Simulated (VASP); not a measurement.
# CoSi2 (Fm-3m) in VASP: a series of runs, part 2 of 2

VASP 6.6.1.

## (3) Electric field gradients, PBEsol, collinear spin, ferromagnetic start (13.00 Å³/atom)

This run uses another cell than the first one, of 13.00 Å³/atom.

Input file INCAR:

```
PREC = Accurate ; ENCUT = 520
EDIFF = 1E-8 ; ISMEAR = -1
SIGMA = 0.05 ; LREAL = F
LASPH = T ; NELM = 150
ALGO = Normal ; ISIF = 2
LWAVE = F ; LCHARG = F
ISPIN = 2 ; MAGMOM = 2 0 0
LORBIT = 11 ; LMAXMIX = 4
GGA = PS ; LEFG = T
NBANDS = 20
```

Input file KPOINTS:

```
Automatic mesh
0
Gamma
  11 11 11
```

Input file POSCAR:

```
CoSi2
1.0
    0.0000000000      2.6914120256      2.6914120256
    2.6914120256      0.0000000000      2.6914120256
    2.6914120256      2.6914120256      0.0000000000
Co Si
1 2
Direct
    0.0000000000      0.0000000000      0.0000000000
    0.2500000000      0.2500000000      0.2500000000
    0.7500000000      0.7500000000      0.7500000000
```

Potentials or basis: VASP PAW PBE potentials, release 64 (Co, Si).

Run with:

```bash
cat potpaw_PBE.64/Co/POTCAR potpaw_PBE.64/Si/POTCAR > POTCAR
mpirun -np 1 vasp_std > vasp.out
```

OUTCAR:

```text
PREC = Accurate
   ENCUT = 520
   EDIFF = 1E-8
   ISMEAR = -1
   LREAL = F
   LASPH = T
   NELM = 150
   ISIF = 2
   ISPIN = 2
   LORBIT = 11
   GGA = PS

 ion  position               nearest neighbor table
   1  0.000  0.000  0.000-   3 2.33   3 2.33   3 2.33   2 2.33   3 2.33   2 2.33   2 2.33   2 2.33

   2  0.250  0.250  0.250-   1 2.33   1 2.33   1 2.33   1 2.33   3 2.69   3 2.69   3 2.69   3 2.69
                             3 2.69   3 2.69
   3  0.750  0.750  0.750-   1 2.33   1 2.33   1 2.33   1 2.33   2 2.69   2 2.69   2 2.69   2 2.69
                             2 2.69   2 2.69

  LATTYP: Found a face centered cubic cell.
 ALAT       =     5.3828240512

  Lattice vectors:

 A1 = (   0.0000000000,   2.6914120256,   2.6914120256)
 A2 = (   2.6914120256,   0.0000000000,   2.6914120256)
 A3 = (   2.6914120256,   2.6914120256,   0.0000000000)

Analysis of symmetry for initial positions (statically):
=====================================================================
 Subroutine PRICEL returns:
 Original cell was already a primitive cell.

 Routine SETGRP: Setting up the symmetry group for a
 face centered cubic supercell.

 Subroutine GETGRP returns: Found 48 space group operations
 (whereof 48 operations were pure point group operations)
 out of a pool of 48 trial point group operations.

The static configuration has the point symmetry O_h .

Analysis of symmetry for dynamics (positions and initial velocities):
=====================================================================
 Subroutine PRICEL returns:
 Original cell was already a primitive cell.

 Routine SETGRP: Setting up the symmetry group for a
 face centered cubic supercell.

 Subroutine GETGRP returns: Found 48 space group operations
 (whereof 48 operations were pure point group operations)
 out of a pool of 48 trial point group operations.

The dynamic configuration has the point symmetry O_h .

Analysis of structural, dynamic, and magnetic symmetry:
=====================================================================
 Subroutine PRICEL returns:
 Original cell was already a primitive cell.

 Routine SETGRP: Setting up the symmetry group for a
 face centered cubic supercell.

 Subroutine GETGRP returns: Found 48 space group operations
 (whereof 48 operations were pure point group operations)
 out of a pool of 48 trial point group operations.

The overall configuration has the point symmetry O_h .

 Subroutine INISYM returns: Found 48 space group operations
 (whereof 48 operations are pure point group operations),
 and found     1 'primitive' translations

----------------------------------------------------------------------------------------

                                     Primitive cell

  volume of cell :      38.9916

  direct lattice vectors                    reciprocal lattice vectors
     0.000000000  2.691412026  2.691412026    -0.185776089  0.185776089  0.185776089
[... 125 lines left out ...]
 number of electron      16.9999992 magnetization       0.0001324

 number of electron      16.9999992 magnetization      -0.0000042

 Free energy of the ion-electron system (eV)
  ---------------------------------------------------
  ext. energy  EPLUGINS =         0.00000000
  ---------------------------------------------------
  free energy    TOTEN  =       -20.95383694 eV

  energy without entropy =      -20.94546196  energy(sigma->0) =      -20.94964945

 E-fermi :   9.7937     XC(G=0): -11.7874

 val. band max:        9.7822090844   @ k =  -0.2727   0.2727   0.0000
 cond. band min:       9.8044414273   @ k =   0.3636   0.1818   0.0000
 fundamental gap:      0.0222323429
 Fermi energy:         9.7936978372

 spin component 1

 k-point     1 :       0.0000    0.0000    0.0000
  band No.  band energies     occupation
      1      -3.2074      1.00000
      2       5.7810      1.00000
      3       5.7810      1.00000
      4       5.7810      1.00000
      5       7.9396      1.00000
      6       7.9396      1.00000
[... 541 lines left out ...]
     19      23.8592      0.00000
     20      25.6620      0.00000

 [... further k-points ...]

 spin component 2

 k-point     1 :       0.0000    0.0000    0.0000
  band No.  band energies     occupation
      1      -3.2074      1.00000
      2       5.7810      1.00000
      3       5.7810      1.00000
      4       5.7810      1.00000
      5       7.9396      1.00000
      6       7.9396      1.00000
[... 541 lines left out ...]
     19      23.8592      0.00000
     20      25.6620      0.00000

 [... further k-points ...]

------------------------ aborting loop because EDIFF is reached ----------------------------------------

  FORCE on cell =-STRESS in cart. coord.  units (eV):
  Direction    XX          YY          ZZ          XY          YZ          ZX
  --------------------------------------------------------------------------------------
  -------------------------------------------------------------------------------------
  Total       -1.6971386     -1.6971386     -1.6971386     -0.0000000      0.0000000      0.0000000
  in kB      -69.7360496    -69.7360496    -69.7360496     -0.0000000      0.0000000      0.0000000
  external PRESSURE =     -69.7360496 kB  Pullay stress =       0.0000000 kB

 VOLUME and BASIS-vectors are now :
 -----------------------------------------------------------------------------
  energy-cutoff  :      520.00
  volume of cell :       38.99
      direct lattice vectors                 reciprocal lattice vectors
     0.000000000  2.691412026  2.691412026    -0.185776089  0.185776089  0.185776089
     2.691412026  0.000000000  2.691412026     0.185776089 -0.185776089  0.185776089
     2.691412026  2.691412026  0.000000000     0.185776089  0.185776089 -0.185776089

 POSITION                                       TOTAL-FORCE (eV/Angst)
 -----------------------------------------------------------------------------------
      0.00000      0.00000      0.00000         0.000000      0.000000      0.000000
      1.34571      1.34571      1.34571         0.000000      0.000000      0.000000
      4.03712      4.03712      4.03712        -0.000000     -0.000000     -0.000000
 -----------------------------------------------------------------------------------
    total drift:                               -0.000000     -0.000000      0.000000

  FREE ENERGIE OF THE ION-ELECTRON SYSTEM (eV)
  ---------------------------------------------------
  free  energy   TOTEN  =       -20.9538369432 eV

  energy  without entropy=      -20.9454619642  energy(sigma->0) =      -20.94964945

 Electric field gradients (V/A^2)
---------------------------------------------------------------------
 ion       V_xx      V_yy      V_zz      V_xy      V_xz      V_yz
---------------------------------------------------------------------
   1       0.000    -0.000     0.000    -0.001    -0.001    -0.001
   2       0.000    -0.000    -0.000    -0.000    -0.000    -0.000
   3       0.000    -0.000    -0.000    -0.000    -0.000    -0.000
---------------------------------------------------------------------

 Electric field gradients after diagonalization (V/A^2)
 (convention: |V_zz| > |V_xx| > |V_yy|)
----------------------------------------------------------------------
 ion       V_xx      V_yy      V_zz     asymmetry (V_yy - V_xx)/ V_zz
----------------------------------------------------------------------
   1       0.001     0.001    -0.002       0.000
   2       0.000     0.000    -0.000       0.000
   3       0.000     0.000    -0.000       0.000
----------------------------------------------------------------------

           NMR quadrupolar parameters

 Cq : quadrupolar parameter    Cq=e*Q*V_zz/h
 eta: asymmetry parameters     (V_yy - V_xx)/ V_zz
 Q  : nuclear electric quadrupole moment in mb (millibarn)
----------------------------------------------------------------------
 ion       Cq(MHz)       eta       Q (mb)
----------------------------------------------------------------------
   1      -0.000       0.000       1.000
   2      -0.000       0.000       1.000
   3      -0.000       0.000       1.000
----------------------------------------------------------------------

 total charge

# of ion       s       p       d       tot
------------------------------------------
    1        0.535   0.704   7.586   8.825
    2        0.717   0.861   0.000   1.578
    3        0.717   0.861   0.000   1.578
--------------------------------------------------
tot          1.969   2.427   7.586  11.982

 magnetization (x)

# of ion       s       p       d       tot
------------------------------------------
    1       -0.000  -0.000  -0.000  -0.000
    2        0.000   0.000   0.000   0.000
    3        0.000   0.000   0.000   0.000
--------------------------------------------------
tot         -0.000   0.000  -0.000  -0.000
```

OSZICAR:

```text
N       E                     dE             d eps       ncg     rms          rms(c)
DAV:   1     0.663709711048E+02    0.66371E+02   -0.65633E+03  4504   0.807E+02
[... 11 lines left out ...]
DAV:  13    -0.209538375458E+02    0.78763E-05   -0.21061E-05  5812   0.556E-02    0.152E-02
DAV:  14    -0.209538370257E+02    0.52017E-06   -0.13578E-06  6240   0.106E-02    0.470E-03
DAV:  15    -0.209538369909E+02    0.34713E-07   -0.51191E-07  5084   0.502E-03    0.443E-03
DAV:  16    -0.209538368866E+02    0.10436E-06   -0.65957E-08  5168   0.225E-03    0.123E-03
DAV:  17    -0.209538369089E+02   -0.22303E-07   -0.34492E-09  2980   0.625E-04    0.656E-04
DAV:  18    -0.209538369393E+02   -0.30411E-07   -0.28940E-09  2840   0.448E-04    0.111E-04
DAV:  19    -0.209538369432E+02   -0.38754E-08   -0.11514E-09  2676   0.229E-04
   1 F= -.20953837E+02 E0= -.20949649E+02  d E =-.837498E-02  mag=     0.0000
```

Run time: 2 min. Hardware: 1 thread of Intel Xeon Platinum 8259CL at 2.50GHz (Skylake/Cascade Lake), shared host; peak memory 0.21 GiB.

What came out:

| Property | Result |
| --- | --- |
| Free energy | -20.9538 eV |
| Pressure | -7.0 GPa |
| Net moment | 0.00 μB per cell |
| Largest electric field gradient by atom | zero within the noise of the run |
| Valence electrons inside the program's atomic spheres | Co 8.82; Si 1.58 |

Levels at points of the mesh, in eV from the Fermi level:
Spin up:
```
           k point  band 6  band 7  band 8  band 9  band 10  band 11  band 12  band 13
(0.00, 0.00, 0.00)   -1.85    0.65    3.37    3.37     3.37     3.42     3.42     3.42
```
Spin down:
| k point | band 5 | band 6 | band 7 | band 8 | band 9 | band 10 | band 11 | band 12 | band 13 | band 14 |
| --- | --- | --- | --- | --- | --- | --- | --- | --- | --- | --- |
| (0.00, 0.00, 0.00) | -1.85 | -1.85 | 0.65 | 3.37 | 3.37 | 3.37 | 3.42 | 3.42 | 3.42 | 5.60 |

Caveat: the cell stands under tension; the PAW data sets were made with another functional, which shifts forces and pressure a little.
